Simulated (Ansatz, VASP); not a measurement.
# MgB2 in VASP and in Ansatz

```
Mg B
1.0
     3.09525    0.00000    0.00000
    -1.54762    2.68056    0.00000
     0.00000    0.00000    3.53470
Mg B
1 2
Direct
  0.00000 0.00000 0.00000
  0.33333 0.66667 0.50000
  0.66667 0.33333 0.50000
```

Alike in both runs: task single point; functional PBEsol; k mesh 10 × 10 × 8; no spin polarisation.

|  | VASP | Ansatz |
| --- | --- | --- |
| version | VASP 6.6.1 | Ansatz 0.2.0 |
| potentials or method | VASP PAW PBE potentials, release 64 (Mg, B), cutoff 520 eV | plane waves, PAW |
| occupations | fermi-dirac, width 0.1 eV | fermi-dirac |
| valence electrons in the cell | 8 | 16 |

Ansatz gave:

| Item | Value |
| --- | --- |
| pressure (GPa) | -4.5 |
| traceless stress, the component that is largest in VASP (GPa) | 0.51 |

Task: Estimate VASP's values.

Result: Pressure (GPa): -4.5; traceless stress, the component that is largest in VASP (GPa): 0.36.

VASP's potentials were made for PBE, not for PBEsol. VASP's potentials hold 8 valence electrons a cell and Ansatz's 16, so a difference there can come from the potentials and not from the codes.
